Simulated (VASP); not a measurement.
# HfN in VASP: a series of runs

Runs on HfN. Level: PBE. Tasks: single point.

Everything below comes from runs of VASP 6.6.1. Logs are shortened: lines on timing, memory, paths and dates and some standing lists are left out, and cuts for length are marked.

**1. The cell of the first run**

The structure is cubic, space group Fm-3m (No. 225). The conventional cell has a = 4.775 Å, b = 4.775 Å, c = 4.775 Å, α = 90.00°, β = 90.00°, γ = 90.00°. Hf (site symmetry m-3m) has 6 N at 2.39 Å within 3.2 Å. N (site symmetry m-3m) has 6 Hf at 2.39 Å within 3.2 Å.

**2. Single point, PBE (strain +0.050 along x and y, +0.050 along z)**

File INCAR:

```
PREC = Accurate ; ENCUT = 520
EDIFF = 1E-6 ; ISMEAR = 0
SIGMA = 0.15 ; LREAL = False
LASPH = True ; NELM = 80
ALGO = Normal ; ISIF = 2
LWAVE = False ; LCHARG = True
GGA = PE ; LELF = True
LVHAR = True ; NBANDS = 14
```

File KPOINTS:

```
regular mesh
0
Gamma
  22 22 22
```

File POSCAR:

```
HfN
1.0
    0.0000000000      2.3875913865      2.3875913865
    2.3875913865      0.0000000000      2.3875913865
    2.3875913865      2.3875913865      0.0000000000
Hf N
1 1
Direct
    0.0000000000      0.0000000000      0.0000000000
    0.5000000000      0.5000000000      0.5000000000
```

Potentials or basis: VASP PAW PBE potentials, release 64 (Hf_pv, N).

On the command line:

```console
$ cat potpaw_PBE.64/Hf_pv/POTCAR potpaw_PBE.64/N/POTCAR > POTCAR
$ mpirun -np 1 vasp_std > vasp.out
```

OUTCAR:

```text
PREC = Accurate
   ENCUT = 520
   EDIFF = 1E-6
   ISMEAR = 0
   LREAL = False
   LASPH = True
   NELM = 80
   ISIF = 2
   GGA = PE

 ion  position               nearest neighbor table
   1  0.000  0.000  0.000-   2 2.39   2 2.39   2 2.39   2 2.39   2 2.39   2 2.39
   2  0.500  0.500  0.500-   1 2.39   1 2.39   1 2.39   1 2.39   1 2.39   1 2.39

  LATTYP: Found a face centered cubic cell.
 ALAT       =     4.7751827730

  Lattice vectors:

 A1 = (   0.0000000000,   2.3875913865,   2.3875913865)
 A2 = (   2.3875913865,   0.0000000000,   2.3875913865)
 A3 = (   2.3875913865,   2.3875913865,   0.0000000000)

Analysis of symmetry for initial positions (statically):
=====================================================================
 Subroutine PRICEL returns:
 Original cell was already a primitive cell.

 Routine SETGRP: Setting up the symmetry group for a
 face centered cubic supercell.

 Subroutine GETGRP returns: Found 48 space group operations
 (whereof 48 operations were pure point group operations)
 out of a pool of 48 trial point group operations.

The static configuration has the point symmetry O_h .

Analysis of symmetry for dynamics (positions and initial velocities):
=====================================================================
 Subroutine PRICEL returns:
 Original cell was already a primitive cell.

 Routine SETGRP: Setting up the symmetry group for a
 face centered cubic supercell.

 Subroutine GETGRP returns: Found 48 space group operations
 (whereof 48 operations were pure point group operations)
 out of a pool of 48 trial point group operations.

The dynamic configuration has the point symmetry O_h .

 Subroutine INISYM returns: Found 48 space group operations
 (whereof 48 operations are pure point group operations),
 and found     1 'primitive' translations

----------------------------------------------------------------------------------------

                                     Primitive cell

  volume of cell :      27.2214

  direct lattice vectors                    reciprocal lattice vectors
     0.000000000  2.387591387  2.387591387    -0.209416068  0.209416068  0.209416068
     2.387591387  0.000000000  2.387591387     0.209416068 -0.209416068  0.209416068
     2.387591387  2.387591387  0.000000000     0.209416068  0.209416068 -0.209416068

  length of vectors
     3.376564120  3.376564120  3.376564120     0.362719270  0.362719270  0.362719270

  position of ions in fractional coordinates (direct lattice)
     0.000000000  0.000000000  0.000000000
     0.500000000  0.500000000  0.500000000

  ion indices of the primitive-cell ions
   primitive index   ion index
                 1           1
                 2           2

----------------------------------------------------------------------------------------

 KPOINTS: regular mesh

Automatic generation of k-mesh.
 Grid dimensions read from file:
 generate k-points for:   22   22   22

 Generating k-lattice:

  Cartesian coordinates                     Fractional coordinates (reciprocal lattice)
    -0.009518912  0.009518912  0.009518912     0.045454545  0.000000000  0.000000000
     0.009518912 -0.009518912  0.009518912     0.000000000  0.045454545  0.000000000
     0.009518912  0.009518912 -0.009518912     0.000000000  0.000000000  0.045454545

  Length of vectors
     0.016487240  0.016487240  0.016487240

  Shift w.r.t. Gamma in fractional coordinates (k-lattice)
     0.000000000  0.000000000  0.000000000

 Subroutine IBZKPT returns following result:
 ===========================================

 Found    328 irreducible k-points:

 Following reciprocal coordinates:
            Coordinates               Weight
  0.000000  0.000000  0.000000      1.000000
  0.045455  0.000000  0.000000      8.000000
  0.090909  0.000000  0.000000      8.000000
  0.136364  0.000000  0.000000      8.000000
  0.181818  0.000000  0.000000      8.000000
  0.227273  0.000000  0.000000      8.000000
[... 16 lines left out ...]
  0.500000  0.045455  0.000000     24.000000
 -0.454545  0.045455  0.000000     24.000000
 [... further k-points ...]
   k-points           NKPTS =    328   k-points in BZ     NKDIM =    328   number of bands    NBANDS=     14
   number of dos      NEDOS =    301   number of ions     NIONS =      2
   total plane-waves  NPLWV =  21952
   dimension x,y,z NGX =    28 NGY =   28 NGZ =   28
   dimension x,y,z NGXF=    56 NGYF=   56 NGZF=   56
   ions per type =               1   1
   NGX,Y,Z   is equivalent  to a cutoff of  13.79, 13.79, 13.79 a.u.
   NGXF,Y,Z  is equivalent  to a cutoff of  27.57, 27.57, 27.57 a.u.
 SYSTEM =  unknown system
   PREC   = accura    normal or accurate (medium, high low for compatibility)
   ISTART =      0    job   : 0-new  1-cont  2-samecut
   ICHARG =      2    charge: 1-file 2-atom 10-const
   ISPIN  =      1    spin polarized calculation?
   LNONCOLLINEAR =      F non collinear calculations
   LSORBIT =      F    spin-orbit coupling
   LASPH  =      T    aspherical Exc in radial PAW
   ENCUT  =  520.0 eV  38.22 Ry    6.18 a.u.   6.28  6.28  6.28*2*pi/ulx,y,z
   NELM   =     80;   NELMIN=  2; NELMDL= -5     # of ELM steps
   EDIFF  = 0.1E-05   stopping-criterion for ELM
   LREAL  =      F    real-space projection
   EDIFFG = 0.1E-04   stopping-criterion for IOM
   NSW    =      0    number of steps for IOM
   IBRION =     -1    ionic relax: 0-MD 1-quasi-New 2-CG
   NFREE  =      0    steps in history (QN), initial steepest desc. (CG)
   ISIF   =      2    stress and relaxation
   ISYM   =      2    0-nonsym 1-usesym 2-fastsym
   POTIM  = 0.5000    time-step for ionic-motion
   TEBEG  =    0.0;   TEEND  =   0.0 temperature during run
   PSTRESS=    0.0 pullay stress
   NELECT =      15.0000    total number of electrons
   NUPDOWN=      -1.0000    fix difference up-down
   EMIN   =  10.00;   EMAX   =-10.00  energy-range for DOS
   EFERMI =   0.00;   METHOD = LEGACY
   ISMEAR =     0;   SIGMA  =   0.15  broadening in eV -4-tet -1-fermi 0-gaus
   EFERMI_NEDOS =   21; number of points for ismear=-14 and -15
   IALGO  =     38    algorithm
   IMIX   =      4    mixing-type and parameters
     AMIX     =   0.40;   BMIX     =  1.00
     AMIX_MAG =   1.60;   BMIX_MAG =  1.00
  volume/ion in A,a.u.               =      13.61        91.85
  Fermi-wavevector in a.u.,A,eV,Ry     =   1.342153  2.536301 24.509178  1.801374
  Thomas-Fermi vector in A             =   2.470329
   LORBIT       =      0    0 simple, 1 ext, 2 COOP (PROOUT), +10 PAW based schemes
   GGA     = PE    functional components
   LHFCALC =     F    Hartree Fock is set to
   AEXX    =    0.0000 exact exchange contribution
   IVDW    =     0    specifies the selected vdW correction
   LEPSILON=     F    determine dielectric tensor
   LRPA    =     F    only Hartree local field effects (RPA)
 non-spin polarized calculation
 Gauss-broadening in eV      SIGMA  =   0.15
  energy-cutoff  :      520.00
  volume of cell :       27.22
 maximum number of plane-waves:       754
 NGX is ok and might be reduce to    28
   NGX = 13   NGY = 13   NGZ = 13

 number of electron      14.9999999 magnetization

 Free energy of the ion-electron system (eV)
  ---------------------------------------------------
  ext. energy  EPLUGINS =         0.00000000
  ---------------------------------------------------
  free energy    TOTEN  =       -21.34421249 eV

  energy without entropy =      -21.33607245  energy(sigma->0) =      -21.34014247

 E-fermi :   6.9453     XC(G=0): -11.8827

 val. band max:        6.9445063090   @ k =  -0.0909   0.0909   0.0000
 cond. band min:       6.9484410027   @ k =   0.3182   0.0909   0.0000
 fundamental gap:      0.0039346937
 Fermi energy:         6.9452765323

 k-point     1 :       0.0000    0.0000    0.0000
  band No.  band energies     occupation
      1     -24.8269      2.00000
      2     -24.8269      2.00000
      3     -24.8269      2.00000
      4      -9.5660      2.00000
      5       4.1570      2.00000
      6       4.1570      2.00000
      7       4.1570      2.00000
      8       6.6779      1.98830
      9       6.6779      1.98830
     10       6.6779      1.98830
     11       7.3324      0.00026
     12       8.5377      0.00000
     13       8.5377      0.00000
     14      16.1352      0.00000

 k-point     2 :       0.0455    0.0000    0.0000
  band No.  band energies     occupation
      1     -24.8377      2.00000
      2     -24.8280      2.00000
      3     -24.8280      2.00000
      4      -9.5326      2.00000
      5       3.9364      2.00000
      6       4.0559      2.00000
      7       4.0559      2.00000
      8       6.7226      1.96418
      9       6.7367      1.95078
     10       6.7367      1.95078
     11       7.5125      0.00000
     12       8.6667      0.00000
     13       8.6667      0.00000
     14      16.2670      0.00000

 k-point     3 :       0.0909    0.0000    0.0000
  band No.  band energies     occupation
      1     -24.8689      2.00000
      2     -24.8310      2.00000
      3     -24.8310      2.00000
      4      -9.4342      2.00000
      5       3.4070      2.00000
      6       3.7927      2.00000
      7       3.7927      2.00000
      8       6.7934      1.84788
      9       6.8989      1.33816
     10       6.8989      1.33816
     11       7.9908      0.00000
     12       9.0254      0.00000
     13       9.0254      0.00000
     14      16.6448      0.00000

 k-point     4 :       0.1364    0.0000    0.0000
  band No.  band energies     occupation
      1     -24.9177      2.00000
      2     -24.8358      2.00000
      3     -24.8358      2.00000
      4      -9.2768      2.00000
      5       2.7492      2.00000
      6       3.4436      2.00000
      7       3.4436      2.00000
      8       6.8779      1.47452
      9       7.1434      0.06176
     10       7.1434      0.06176
     11       8.6164      0.00000
     12       9.5506      0.00000
     13       9.5506      0.00000
     14      17.2141      0.00000

 k-point     5 :       0.1818    0.0000    0.0000
  band No.  band energies     occupation
      1     -24.9795      2.00000
      2     -24.8420      2.00000
      3     -24.8420      2.00000
      4      -9.0697      2.00000
      5       2.0579      2.00000
      6       3.0691      2.00000
      7       3.0691      2.00000
      8       7.0054      0.57105
      9       7.4583      0.00000
     10       7.4583      0.00000
     11       9.2832      0.00000
[... 276 lines left out ...]
 k-point    22 :       0.4545    0.0455    0.0000
  band No.  band energies     occupation
      1     -25.3081      2.00000
      2     -24.8807      2.00000
      3     -24.8803      2.00000
      4      -7.7544      2.00000
      5      -0.7935      2.00000
      6       1.6145      2.00000
      7       1.6837      2.00000
      8       8.8898      0.00000
      9       9.6837      0.00000
     10       9.8302      0.00000
     11      11.0040      0.00000
     12      13.5118      0.00000
     13      13.8564      0.00000
     14      16.5315      0.00000

 k-point    23 :       0.5000    0.0455    0.0000
  band No.  band energies     occupation
      1     -25.3237      2.00000
      2     -24.8841      2.00000
      3     -24.8804      2.00000
      4      -7.6781      2.00000
      5      -0.9213      2.00000
      6       1.5811      2.00000
      7       1.6058      2.00000
      8       9.3697      0.00000
      9       9.6721      0.00000
     10       9.8941      0.00000
     11      10.8866      0.00000
     12      13.8708      0.00000
     13      13.9649      0.00000
     14      16.4258      0.00000

 k-point    24 :      -0.4545    0.0455    0.0000
  band No.  band energies     occupation
      1     -25.3205      2.00000
      2     -24.8857      2.00000
      3     -24.8781      2.00000
      4      -7.6931      2.00000
      5      -0.8966      2.00000
      6       1.5934      2.00000
      7       1.6145      2.00000
      8       9.3064      0.00000
      9       9.7192      0.00000
     10       9.7711      0.00000
     11      10.9416      0.00000
     12      13.7799      0.00000
     13      13.9586      0.00000
     14      16.4552      0.00000

 [... further k-points ...]

------------------------ aborting loop because EDIFF is reached ----------------------------------------

  FORCE on cell =-STRESS in cart. coord.  units (eV):
  Direction    XX          YY          ZZ          XY          YZ          ZX
  --------------------------------------------------------------------------------------
  -------------------------------------------------------------------------------------
  Total       -5.0732266     -5.0732266     -5.0732266     -0.0000000      0.0000000     -0.0000000
  in kB     -298.5965846   -298.5965846   -298.5965846     -0.0000000      0.0000000     -0.0000000
  external PRESSURE =    -298.5965846 kB  Pullay stress =       0.0000000 kB

 VOLUME and BASIS-vectors are now :
 -----------------------------------------------------------------------------
  energy-cutoff  :      520.00
  volume of cell :       27.22
      direct lattice vectors                 reciprocal lattice vectors
     0.000000000  2.387591387  2.387591387    -0.209416068  0.209416068  0.209416068
     2.387591387  0.000000000  2.387591387     0.209416068 -0.209416068  0.209416068
     2.387591387  2.387591387  0.000000000     0.209416068  0.209416068 -0.209416068

 POSITION                                       TOTAL-FORCE (eV/Angst)
 -----------------------------------------------------------------------------------
      0.00000      0.00000      0.00000         0.000000      0.000000      0.000000
      2.38759      2.38759      2.38759         0.000000      0.000000     -0.000000
 -----------------------------------------------------------------------------------
    total drift:                                0.000000      0.000000      0.000000

  FREE ENERGIE OF THE ION-ELECTRON SYSTEM (eV)
  ---------------------------------------------------
  free  energy   TOTEN  =       -21.3442124915 eV

  energy  without entropy=      -21.3360724545  energy(sigma->0) =      -21.34014247
```

It took 1.8 min on 1 thread of Intel Xeon Platinum 8488C (Sapphire Rapids), shared host; peak memory 0.26 GiB.

Results:

- Free energy: -21.3442 eV
- Pressure: -29.9 GPa
- Band gap on the k mesh: zero (an odd number of electrons rules out a gap without spin polarisation)

Levels at points of the mesh, in eV from the Fermi level:
```csv
k point,band 4,band 5,band 6,band 7,band 8,band 9,band 10,band 11,band 12,band 13
"(0.00, 0.00, 0.00)",-16.51,-2.79,-2.79,-2.79,-0.27,-0.27,-0.27,0.39,1.59,1.59
"(0.50, 0.00, 0.00)",-14.60,-7.92,-5.37,-5.37,2.59,2.93,2.93,3.63,7.02,7.02
"(0.50, 0.50, 0.00)",-15.52,-5.27,-3.52,-3.52,-3.12,3.27,3.85,4.34,4.34,6.07
```

Caveat: the cell differs from its parent crystal (strain +0.050 along x and y, +0.050 along z); the cell stands under tension; spin-orbit coupling is left out, which moves the levels of the heavy elements.

**3. Single point, PBE (strain -0.050 along x and y, -0.025 along z)**

File INCAR:

```
ALGO = Normal
EDIFF = 1E-7
ENCUT = 520
GGA = PE
ISIF = 2
ISMEAR = 0
LASPH = True
LCHARG = False
LREAL = False
LWAVE = False
NBANDS = 14
NELM = 60
PREC = Accurate
SIGMA = 0.15
```

File KPOINTS:

```
k-points
0
Gamma
  22 22 22
```

File POSCAR:

```
HfN
1.0
    0.0000000000      2.1602017307      2.2170491446
    2.1602017307      0.0000000000      2.2170491446
    2.1602017307      2.1602017307      0.0000000000
Hf N
1 1
Direct
    0.0000000000      0.0000000000      0.0000000000
    0.5000000000      0.5000000000      0.5000000000
```

Potentials or basis: VASP PAW PBE potentials, release 64 (Hf_pv, N).

On the command line:

```console
$ cat potpaw_PBE.64/Hf_pv/POTCAR potpaw_PBE.64/N/POTCAR > POTCAR
$ mpirun -np 1 vasp_std > vasp.out
```

It took 1.7 min on 1 thread of Intel Xeon Platinum 8488C (Sapphire Rapids), shared host; peak memory 0.36 GiB.

Results (log left out):

```
Free energy            : -21.4299 eV
Pressure               : 42.2 GPa
Band gap on the k mesh : zero (an odd number of electrons rules out a gap without spin polarisation)
```

Stress tensor (GPa, compression positive):
```
49.11  0.00  0.00
 0.00 49.11  0.00
 0.00  0.00 28.52
```

Levels at points of the mesh, in eV from the Fermi level:
```
           k point  band 6  band 7  band 8  band 9  band 10  band 11
(0.00, 0.00, 0.00)   -3.10   -3.10   -0.64   -0.31    -0.31     1.75
(0.50, 0.00, 0.00)   -6.79   -6.75    3.79    4.18     4.40     5.02
(0.50, 0.50, 0.00)   -4.28   -3.64   -3.64    4.70     6.40     6.40
(0.50, 0.00, 0.50)   -4.36   -3.87   -3.67    4.64     6.17     6.62
```

Caveat: the cell differs from its parent crystal (strain -0.050 along x and y, -0.025 along z); the cell stands under pressure; spin-orbit coupling is left out, which moves the levels of the heavy elements.

(Continued in part 2 of 2.)
